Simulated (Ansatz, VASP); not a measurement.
**Two plane-wave programs on W**

```xyz
1
Lattice="0.0000 2.1912 1.5281 2.1912 0.0000 1.5281 2.1912 2.1912 0.0000" Properties=species:S:1:pos:R:3 pbc="T T T"
W     0.0000    0.0000    0.0000
```

Alike in both runs: task single point; functional LDA; k mesh 22 × 22 × 22; occupations gaussian, width 0.15 eV; no spin polarisation.

|  | VASP | Ansatz |
| --- | --- | --- |
| version | VASP 6.6.1 | Ansatz 0.2.0 |
| potentials or method | VASP PAW LDA potentials, release 64 (W_sv), cutoff 520 eV | scalar-relativistic, plane waves, PAW |
| valence electrons in the cell | 14 | 14 |

```tsv
	VASP	Ansatz	Ansatz less VASP
gap on the k mesh at the Fermi level (eV)	none	none	-
pressure (GPa)	20.6	18.3	-2.32
traceless stress, the component that is largest in VASP (GPa)	3.38	3.36	-0.019
```

Ansatz warns that its potentials were made for another functional, while VASP's fit it. LDA's correlation is that of Perdew and Zunger in VASP and of Perdew and Wang (1992) in Ansatz. A gap of «none» marks a metal or a gap that the smearing closes.

Spin-orbit coupling is off throughout.
